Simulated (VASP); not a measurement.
## Ga2BAs3: single point with PBE

Ga2BAs3:

```xyz
6
Lattice="-1.9031 1.9031 8.3139 1.9031 -1.9031 8.3139 1.9031 1.9031 -8.3139" Properties=species:S:1:pos:R:3 pbc="T T T"
Ga    0.0000    0.0000   13.9729
Ga    0.0000    0.0000    2.6549
B     0.0000    0.0000    8.3139
As    0.0000    1.9031    1.1302
As    1.9031    0.0000    4.1569
As    0.0000    1.9031    7.1837
```

```json
{
  "Program": "VASP 6.6.1",
  "Task": "single point",
  "Functional": "PBE",
  "Potentials or basis": "VASP PAW PBE potentials, release 64 (Ga_d, B, As)",
  "Cutoff": "520 eV",
  "k mesh": "6 × 6 × 6",
  "Occupations": "gaussian, width 0.1 eV",
  "Spin": "no spin polarisation"
}
```

```
Pressure               : 0.4 GPa
Largest force          : 0.012 eV/Å
Band gap on the k mesh : 0.47 eV
```

Forces on the atoms (eV/Å):
```
Ga   0.000  0.000  0.008
Ga   0.000  0.000 -0.008
B    0.000  0.000  0.000
As   0.000  0.000  0.012
As   0.000  0.000  0.000
As   0.000  0.000 -0.012
```

Stress tensor (GPa, compression positive):
```
0.45 0.00 0.00
0.00 0.45 0.00
0.00 0.00 0.36
```

Levels at points of the mesh, in eV from the valence-band top:
| k point | band 19 | band 20 | band 21 | band 22 | band 23 | band 24 | band 25 | band 26 |
| --- | --- | --- | --- | --- | --- | --- | --- | --- |
| (0.00, 0.00, 0.00) | -1.99 | -0.43 | 0.00 | 0.00 | 0.47 | 0.65 | 1.46 | 2.55 |
| (0.50, 0.00, 0.00) | -2.73 | -1.62 | -1.02 | -0.88 | 0.62 | 1.84 | 2.83 | 3.88 |
| (0.50, 0.50, 0.00) | -3.88 | -3.85 | -3.22 | -3.15 | 1.12 | 1.15 | 2.82 | 2.96 |
| (0.50, 0.50, 0.50) | -1.45 | -1.45 | -0.77 | -0.77 | 0.62 | 1.01 | 2.28 | 2.67 |

Run time: 4 min on 1 thread of Intel(R) Xeon(R) 6975P-C (Granite Rapids), on a shared host, peak memory 0.7 GiB.

A k mesh can miss the band edges.
